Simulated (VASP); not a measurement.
# Ti3Al (P-6m2) in VASP: notebook, part 2 of 2

VASP 6.6.1.

**6. Single point, PBEsol (c/a of the conventional cell at fixed volume 3.0719)**

Contents of INCAR:

```
PREC = Accurate
ENCUT = 520
EDIFF = 1E-6
ISMEAR = 0
SIGMA = 0.15
LREAL = False
LASPH = True
NELM = 100
ALGO = Fast
ISIF = 2
LWAVE = False
LCHARG = False
GGA = PS
NBANDS = 28
```

Contents of KPOINTS:

```
regular mesh
0
Gamma
  15 15 6
```

Contents of POSCAR:

```
Ti3Al
1.0
    2.9216842402      0.0000000000      0.0000000000
   -1.4608421201      2.5302527739      0.0000000000
    0.0000000000      0.0000000000      8.9751218176
Ti Al
3 1
Direct
    0.6666666667      0.3333333333      0.0000000000
    0.3333333333      0.6666666667      0.7621161197
    0.3333333333      0.6666666667      0.2378838803
    0.6666666667      0.3333333333      0.5000000000
```

Potentials or basis: VASP PAW PBE potentials, release 64 (Ti_sv, Al).

Run with:

```sh
> cat potpaw_PBE.64/Ti_sv/POTCAR potpaw_PBE.64/Al/POTCAR > POTCAR
> mpirun -np 1 vasp_std > vasp.out
```

OUTCAR:

```text
PREC = Accurate
   ENCUT = 520
   EDIFF = 1E-6
   ISMEAR = 0
   LREAL = False
   LASPH = True
   NELM = 100
   ISIF = 2
   GGA = PS

 ion  position               nearest neighbor table
   1  0.667  0.333  0.000-   2 2.72   3 2.72   2 2.72   3 2.72   2 2.72   3 2.72
   2  0.333  0.667  0.762-   1 2.72   1 2.72   1 2.72   4 2.89   4 2.89   4 2.89
   3  0.333  0.667  0.238-   1 2.72   1 2.72   1 2.72   4 2.89   4 2.89   4 2.89
   4  0.667  0.333  0.500-   2 2.89   3 2.89   2 2.89   3 2.89   2 2.89   3 2.89

  LATTYP: Found a hexagonal cell.
 ALAT       =     2.9216842402
 C/A-ratio  =     3.0719000000

  Lattice vectors:

 A1 = (   2.9216842402,   0.0000000000,   0.0000000000)
 A2 = (  -1.4608421201,   2.5302527739,   0.0000000000)
 A3 = (   0.0000000000,   0.0000000000,   8.9751218176)

Analysis of symmetry for initial positions (statically):
=====================================================================
 Subroutine PRICEL returns:
 Original cell was already a primitive cell.

 Routine SETGRP: Setting up the symmetry group for a
 hexagonal supercell.

 Subroutine GETGRP returns: Found 12 space group operations
 (whereof 12 operations were pure point group operations)
 out of a pool of 24 trial point group operations.

The static configuration has the point symmetry D_3h.

Analysis of symmetry for dynamics (positions and initial velocities):
=====================================================================
 Subroutine PRICEL returns:
 Original cell was already a primitive cell.

 Routine SETGRP: Setting up the symmetry group for a
 hexagonal supercell.

 Subroutine GETGRP returns: Found 12 space group operations
 (whereof 12 operations were pure point group operations)
 out of a pool of 24 trial point group operations.

The dynamic configuration has the point symmetry D_3h.

[... 119 lines left out ...]
   IALGO  =     68    algorithm
   IMIX   =      4    mixing-type and parameters
     AMIX     =   0.40;   BMIX     =  1.00
     AMIX_MAG =   1.60;   BMIX_MAG =  1.00
  volume/ion in A,a.u.               =      16.59       111.94
  Fermi-wavevector in a.u.,A,eV,Ry     =   1.371357  2.591489 25.587388  1.880620
  Thomas-Fermi vector in A             =   2.497061
   LORBIT       =      0    0 simple, 1 ext, 2 COOP (PROOUT), +10 PAW based schemes
   GGA     = PS    functional components
   LHFCALC =     F    Hartree Fock is set to
   AEXX    =    0.0000 exact exchange contribution
   IVDW    =     0    specifies the selected vdW correction
   LEPSILON=     F    determine dielectric tensor
   LRPA    =     F    only Hartree local field effects (RPA)
 non-spin polarized calculation
 RMM-DIIS sequential band-by-band and
 Gauss-broadening in eV      SIGMA  =   0.15
  energy-cutoff  :      520.00
  volume of cell :       66.35
 maximum number of plane-waves:      1834
 NGX is ok and might be reduce to    24

 number of electron      38.9999993 magnetization

 Free energy of the ion-electron system (eV)
  ---------------------------------------------------
  ext. energy  EPLUGINS =         0.00000000
  ---------------------------------------------------
  free energy    TOTEN  =       -29.54567825 eV

  energy without entropy =      -29.50880813  energy(sigma->0) =      -29.52724319

 E-fermi :   8.2091     XC(G=0): -11.4460

 val. band max:        8.2088187581   @ k =   0.2000   0.0000   0.5000
 cond. band min:       8.2120557395   @ k =   0.3333   0.2000   0.0000
 fundamental gap:      0.0032369814
 Fermi energy:         8.2091056655

 k-point     1 :       0.0000    0.0000    0.0000
  band No.  band energies     occupation
      1     -48.2328      2.00000
      2     -48.1810      2.00000
      3     -48.0129      2.00000
      4     -24.9486      2.00000
      5     -24.6281      2.00000
      6     -24.2611      2.00000
[... 733 lines left out ...]
     27      11.3186      0.00000
     28      11.9974      0.00000

 [... further k-points ...]

------------------------ aborting loop because EDIFF is reached ----------------------------------------

  FORCE on cell =-STRESS in cart. coord.  units (eV):
  Direction    XX          YY          ZZ          XY          YZ          ZX
  --------------------------------------------------------------------------------------
  -------------------------------------------------------------------------------------
  Total       -0.2123254     -0.2123254      1.4766634      0.0000000     -0.0000000      0.0000000
  in kB       -5.1271380     -5.1271380     35.6577996      0.0000000     -0.0000000      0.0000000
  external PRESSURE =       8.4678412 kB  Pullay stress =       0.0000000 kB

 VOLUME and BASIS-vectors are now :
 -----------------------------------------------------------------------------
  energy-cutoff  :      520.00
  volume of cell :       66.35
      direct lattice vectors                 reciprocal lattice vectors
     2.921684240  0.000000000  0.000000000     0.342268335  0.197608715  0.000000000
    -1.460842120  2.530252774  0.000000000     0.000000000  0.395217431  0.000000000
     0.000000000  0.000000000  8.975121818     0.000000000  0.000000000  0.111419101

 POSITION                                       TOTAL-FORCE (eV/Angst)
 -----------------------------------------------------------------------------------
      1.46084      0.84342      0.00000        -0.000000      0.000000      0.000000
     -0.00000      1.68684      6.84009         0.000000      0.000000     -0.869982
     -0.00000      1.68684      2.13504         0.000000     -0.000000      0.869982
      1.46084      0.84342      4.48756        -0.000000      0.000000      0.000000
 -----------------------------------------------------------------------------------
    total drift:                                0.000000     -0.000000      0.000000

  FREE ENERGIE OF THE ION-ELECTRON SYSTEM (eV)
  ---------------------------------------------------
  free  energy   TOTEN  =       -29.5456782535 eV

  energy  without entropy=      -29.5088081303  energy(sigma->0) =      -29.52724319
```

OSZICAR:

```text
N       E                     dE             d eps       ncg     rms          rms(c)
DAV:   1     0.471408934378E+03    0.47141E+03   -0.19560E+04  6048   0.163E+03
DAV:   2     0.249701474363E+02   -0.44644E+03   -0.43802E+03  6132   0.499E+02
DAV:   3    -0.276890514363E+02   -0.52659E+02   -0.51329E+02 10544   0.144E+02
[... 39 lines left out ...]
RMM:  43    -0.295456750413E+02   -0.10558E-05   -0.15104E-05  5701   0.138E-02    0.229E-03
RMM:  44    -0.295456760444E+02   -0.10032E-05   -0.14228E-05  5468   0.131E-02    0.237E-03
RMM:  45    -0.295456768501E+02   -0.80567E-06   -0.11984E-05  5620   0.124E-02    0.242E-03
RMM:  46    -0.295456776053E+02   -0.75525E-06   -0.11175E-05  5262   0.116E-02    0.250E-03
RMM:  47    -0.295456782535E+02   -0.64821E-06   -0.97754E-06  5236   0.110E-02
   1 F= -.29545678E+02 E0= -.29527243E+02  d E =-.368701E-01
```

Wall time 5.5 min (1 thread of Intel Xeon 6975P-C (Granite Rapids), shared host); peak memory 0.3 GiB.

What came out:

```
Free energy   : -29.5457 eV
Pressure      : 0.8 GPa
Largest force : 0.870 eV/Å
```

Forces in eV/Å, atoms in the order of the input:
```
Ti   0.000  0.000  0.000
Ti   0.000  0.000 -0.870
Ti   0.000  0.000  0.870
Al   0.000  0.000  0.000
```

Levels at points of the mesh, in eV from the Fermi level:
```
           k point  band 16  band 17  band 18  band 19  band 20  band 21  band 22  band 23  band 24  band 25
(0.00, 0.00, 0.00)    -2.60    -0.84     0.68     0.68     0.73     0.73     1.11     1.24     1.24     1.25
(0.00, 0.00, 0.50)    -3.09    -1.20     0.68     0.68     0.73     0.73     0.96     1.25     1.25     1.28
```

Caveat: the PAW data sets were made with another functional, which shifts forces and pressure a little.

**7. Overview**

```csv
cell,further INCAR settings,gap on the mesh (eV),pressure (GPa),largest force (eV/Å)
"a = 2.870, b = 2.870, c = 9.300 Å, angles 90.0, 90.0, 120.0°, 4 atoms",ALGO = Fast; EDIFF = 1e-06; NBANDS = 28,none,0.6,0.83
"a = 2.922, b = 2.922, c = 8.975 Å, angles 90.0, 90.0, 120.0°, 4 atoms",ALGO = Fast; EDIFF = 1e-06; NBANDS = 28,none,0.8,0.87
"a = 2.895, b = 2.895, c = 9.138 Å, angles 90.0, 90.0, 120.0°, 4 atoms",ALGO = Fast; EDIFF = 1e-07; NBANDS = 28,none,-0.2,0.42
```

Some of these runs hold the atoms at other places in the same cell, which the table doesn't show; runs alike in all that it shows share one row.

Alike in all rows: task single point; level PBEsol; potentials or basis VASP PAW PBE potentials, release 64 (Ti_sv, Al); no spin polarisation; k mesh 15 × 15 × 6; cutoff (eV) 520; smearing gaussian 0.15 eV.

Caveats: the PAW data sets were made with another functional, which shifts forces and pressure a little.

Absolute energies hang on the potentials; compare differences alone.
